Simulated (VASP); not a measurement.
A run of VASP 6.6.1:

INCAR

```
PREC = Accurate
ENCUT = 500
EDIFF = 1E-7
ISMEAR = 1
SIGMA = 0.02
LREAL = False
LASPH = True
NELM = 120
ALGO = Normal
ISIF = 3
LWAVE = False
LCHARG = False
GGA = PS
IBRION = 2
NSW = 80
EDIFFG = -0.02
GGA_COMPAT = False
NELMIN = 4
```

The input KPOINTS:

```
Automatic mesh
0
Gamma
  5 5 5
```

The input POSCAR:

```
Ge
1.0
    0.0000000000      2.8289100000      2.8289100000
    2.8289100000      0.0000000000      2.8289100000
    2.8289100000      2.8289100000      0.0000000000
Ge
2
Direct
    0.5000000000      0.5000000000      0.5000000000
    0.7500000000      0.7500000000      0.7500000000
```

Potentials or basis: VASP PAW PBE potentials, release 64 (Ge_d).

Run with:

```sh
$ cat potpaw_PBE.64/Ge_d/POTCAR > POTCAR
$ mpirun -np 1 vasp_std > vasp.out
```

Hardware: 1 thread of Intel(R) Xeon(R) Platinum 8488C (Sapphire Rapids) (shared host).

How long does it take, and how much memory?

Wall time 19 s on 1 thread of Intel(R) Xeon(R) Platinum 8488C (Sapphire Rapids), on a shared host, peak memory 0.16 GiB. Counts: scf iterations 28, k points 10, ion steps 3.
